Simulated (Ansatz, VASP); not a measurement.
## AlB2As3: VASP beside Ansatz

The input INCAR:

```
PREC     = Accurate       # precision mode
ENCUT    = 520            # plane-wave cutoff, eV
EDIFF    = 1E-6           # SCF threshold, eV
ISMEAR   = 0              # smearing method
SIGMA    = 0.1            # smearing width, eV
LREAL    = False          # projectors in reciprocal space
LASPH    = True           # aspherical terms in the spheres
NELM     = 80             # most SCF steps
ALGO     = Normal         # electronic algorithm
ISIF     = 2              # what is computed and relaxed
LWAVE    = False          # write WAVECAR
LCHARG   = True           # write CHGCAR
GGA      = PE             # functional
LELF     = True           # ELF
LVHAR    = True         
NBANDS   = 21             # bands
```

The input KPOINTS:

```
Automatic mesh
0
Gamma
  6 6 6
```

The input POSCAR:

```
AlB2As3
1.0
   -1.8221210300      1.8221210300      7.7306048000
    1.8221210300     -1.8221210300      7.7306048000
    1.8221210300      1.8221210300     -7.7306048000
Al B As
1 2 3
Direct
    0.0000000000      0.0000000000      0.0000000000
    0.6666666700      0.6666666700      0.0000000000
    0.3333333300      0.3333333300      0.0000000000
    0.9166666700      0.4166666700      0.5000000000
    0.2500000000      0.7500000000      0.5000000000
    0.5833333300      0.0833333300      0.5000000000
```

Input for Ansatz:

```yaml
crystal:
  lattice:
    - [-1.82212103, 1.82212103, 7.7306048]
    - [1.82212103, -1.82212103, 7.7306048]
    - [1.82212103, 1.82212103, -7.7306048]
  atoms:
    - { symbol: Al, position: [0.0, 0.0, 0.0] }
    - { symbol: B, position: [0.66666667, 0.66666667, 0.0] }
    - { symbol: B, position: [0.33333333, 0.33333333, 0.0] }
    - { symbol: As, position: [0.91666667, 0.41666667, 0.5] }
    - { symbol: As, position: [0.25, 0.75, 0.5] }
    - { symbol: As, position: [0.58333333, 0.08333333, 0.5] }
basis:
  ecutwfc: 420
kpoints:
  mp_grid: { grid: [6, 6, 6] }
hamiltonian:
  xc: pbe
scf:
  occupations: { method: gaussian, width: 0.1 }
  lower_state_search: "off"
output:
  forces: true
  stress: true
  eigenvalues: true
```

Alike in both runs: task single point; functional PBE; k mesh 6 × 6 × 6; occupations gaussian, width 0.1 eV; no spin polarisation.

```csv
,VASP,Ansatz
version,VASP 6.6.1,Ansatz 0.2.0
potentials or method,"VASP PAW PBE potentials, release 64 (Al, B, As), cutoff 520 eV","scalar-relativistic, plane waves, PAW"
valence electrons in the cell,24,54
```

VASP gave:

* gap on the k mesh at the Fermi level (eV): 1.18
* least direct gap on the mesh (eV): 1.21
* pressure (GPa): 3.2
* traceless stress, the component that is largest in VASP (GPa): -0.87
* rms of the force components (eV/Å): 1.409

Q: Estimate Ansatz's values.

A: gap on the k mesh at the Fermi level (eV): 1.18; least direct gap on the mesh (eV): 1.21; pressure (GPa): 2.8; traceless stress, the component that is largest in VASP (GPa): -0.86; rms of the force components (eV/Å): 1.401.

Atom by atom the forces differ by 0.007 eV/Å (rms over components). The functional is the same, so the differences come from potentials, cutoffs and numerics. VASP's potentials hold 24 valence electrons a cell and Ansatz's 54, so a difference there can come from the potentials and not from the codes.
